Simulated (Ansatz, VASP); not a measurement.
**One calculation of Ca, two programs**

INCAR

```
PREC = Accurate ; ENCUT = 520
EDIFF = 1E-6 ; ISMEAR = 0
SIGMA = 0.05 ; LREAL = F
LASPH = T ; NELM = 60
ALGO = Normal ; ISIF = 2
LWAVE = F ; LCHARG = F
GGA = PE ; NBANDS = 17
```

The input KPOINTS:

```
regular mesh
0
Gamma
  12 12 6
```

Contents of POSCAR:

```
Ca
1.0
    3.9800000000      0.0000000000      0.0000000000
   -1.9900000000      3.4467811100      0.0000000000
    0.0000000000      0.0000000000      6.5200000000
Ca
2
Direct
    0.3333333300      0.6666666700      0.2500000000
    0.6666666700      0.3333333300      0.7500000000
```

Input for Ansatz:

```yaml
crystal:
  lattice:
    - [3.98, 0.0, 0.0]
    - [-1.99, 3.44678111, 0.0]
    - [0.0, 0.0, 6.52]
  atoms:
    - { symbol: Ca, position: [0.33333333, 0.66666667, 0.25] }
    - { symbol: Ca, position: [0.66666667, 0.33333333, 0.75] }
basis:
  ecutwfc: 420
kpoints:
  mp_grid: { grid: [12, 12, 6] }
hamiltonian:
  xc: pbe
scf:
  occupations: { method: gaussian, width: 0.05 }
output:
  forces: true
  eigenvalues: true
  eigenstates:
    nscf_kmesh: { grid: [30, 30, 16] }
    top_band: c6
    de_dk: true
    localisation: false
  stress: true
checkpoint:
  write: ck
  compress: false
  write_wavefunctions: false
  write_every: 100000
```

Alike in both runs: task single point; functional PBE; k mesh 12 × 12 × 6; occupations gaussian, width 0.05 eV; no spin polarisation.

|  | VASP | Ansatz |
| --- | --- | --- |
| version | VASP 6.6.1 | Ansatz 0.2.0 |
| potentials or method | VASP PAW PBE potentials, release 64 (Ca_sv), cutoff 520 eV | scalar-relativistic, plane waves, PAW |
| valence electrons in the cell | 20 | 20 |

|  | VASP | Ansatz | Ansatz less VASP |
| --- | --- | --- | --- |
| pressure (GPa) | -0.9 | -0.9 | -0.01 |
| traceless stress, the component that is largest in VASP (GPa) | 0.06 | 0.06 | -0.003 |

With one functional, cell and mesh, what is left measures potentials, basis and numerics.
